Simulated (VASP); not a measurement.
**Ag: single point with PBE**

Ag:

```
Ag
1.0
     2.27110    0.00000    0.00000
    -1.13555    1.96683    0.00000
     0.00000    0.00000    2.17452
Ag
1
Direct
  0.00000 0.00000 0.00000
```

This isn't the form of Ag at room conditions, which is fcc.

```yaml
Program: VASP 6.6.1
Task: single point
Functional: PBE
Potentials_or_basis: VASP PAW PBE potentials, release 64 (Ag_sv_GW)
Cutoff: 630 eV
k_mesh: 15 × 15 × 14
Occupations: fermi-dirac, width 0.08 eV
Spin: no spin polarisation
```

```
Pressure               : 361.6 GPa
Band gap on the k mesh : zero (an odd number of electrons rules out a gap without spin polarisation)
```

Stress tensor (GPa, compression positive):
```
361.78   0.00   0.00
  0.00 361.78   0.00
  0.00   0.00 361.17
```

Levels at points of the mesh, in eV from the Fermi level:
```
           k point  band 8  band 9  band 10  band 11  band 12  band 13
(0.00, 0.00, 0.00)   -8.60   -3.31    -3.31    15.37    17.66    25.64
(0.00, 0.00, 0.50)   -6.35   -6.35    -4.24     5.83    19.22    23.69
```

Wall time 37 s on 1 thread of Intel(R) Xeon(R) Platinum 8488C (Sapphire Rapids), on a shared host, peak memory 0.17 GiB.

Caveat: the cell stands under pressure.
